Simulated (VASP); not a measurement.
Input of a VASP 6.6.1 run:

Contents of INCAR:

```
SYSTEM = Si6O11
  ALGO = Normal
  EDIFF = 1E-7
  ENCUT = 520
  GGA = PE
  ISIF = 2
  ISMEAR = 0
  LASPH = .True.
  LCHARG = .False.
  LREAL = Auto
  LWAVE = .False.
  NBANDS = 59
  NELECT = 88.0
  NELM = 80
  PREC = Accurate
  SIGMA = 0.05
```

File KPOINTS:

```
k-points
0
Gamma
  4 4 2
  0 0 0
```

File POSCAR:

```
Si6O11
1.0
   -2.5103274377      4.3480146658      0.0000000000
    0.0000000000      0.0000000000      5.5092660079
    7.5309823132      4.3480146658      0.0000000000
Si O
6 11
Direct
    0.7617495765      0.3333333333      0.2382504235
    0.2617495765      0.3333333333      0.7382504235
    0.9765008470      0.6666666667      0.5000000000
    0.4765008470      0.6666666667      0.0000000000
    0.2617495765      0.0000000000      0.2617495765
    0.7617495765      0.0000000000      0.7617495765
    0.0486521033      0.2055717715      0.2072260374
    0.5486521033      0.2055717715      0.7072260374
    0.7865130045      0.5389051049      0.3720609296
    0.2865130045      0.5389051049      0.8720609296
    0.6648348922      0.8722384382      0.9207130329
    0.2865130045      0.7944282285      0.1279390704
    0.7865130045      0.7944282285      0.6279390704
    0.6648348922      0.4610948951      0.0792869671
    0.1648348922      0.4610948951      0.5792869671
    0.3286545892     -0.1159918517      0.4148200016
    0.0486521033      0.1277615618      0.7927739626
```

Potentials or basis: VASP PAW PBE potentials, release 64 (Si, O).

Launch:

```bash
$ cat potpaw_PBE.64/Si/POTCAR potpaw_PBE.64/O/POTCAR > POTCAR
$ mpirun -np 1 vasp_std > vasp.out
```

Problem. Estimate the largest force.

Solution. 4.691 eV/Å.

Forces on the atoms (eV/Å):
```
Si  -1.613  0.643  2.658
Si   0.283  0.294  0.031
Si   1.421  2.200 -0.808
Si  -1.175 -1.486  0.657
Si  -2.900 -3.219 -0.485
Si   0.269  0.229  0.479
O    0.581  0.261 -0.709
O   -0.101  0.068 -0.097
O   -0.439 -0.353 -0.075
O    0.251  0.260  0.074
O    0.488  0.183 -0.372
O    0.249  0.172  1.065
O   -1.711  0.035 -0.094
O    0.890  0.958 -1.525
O   -0.796 -0.870  0.724
O    4.377  0.624 -1.568
O   -0.073  0.001  0.044
```

Caveat: the k points lie up to 0.36 Å⁻¹ apart; the cell carries a net charge on a neutralising background, which shifts energy and pressure; the cell differs from its parent crystal (atom 16 moved 0.750 of the way to it and +0.500 Å across, host rigid).
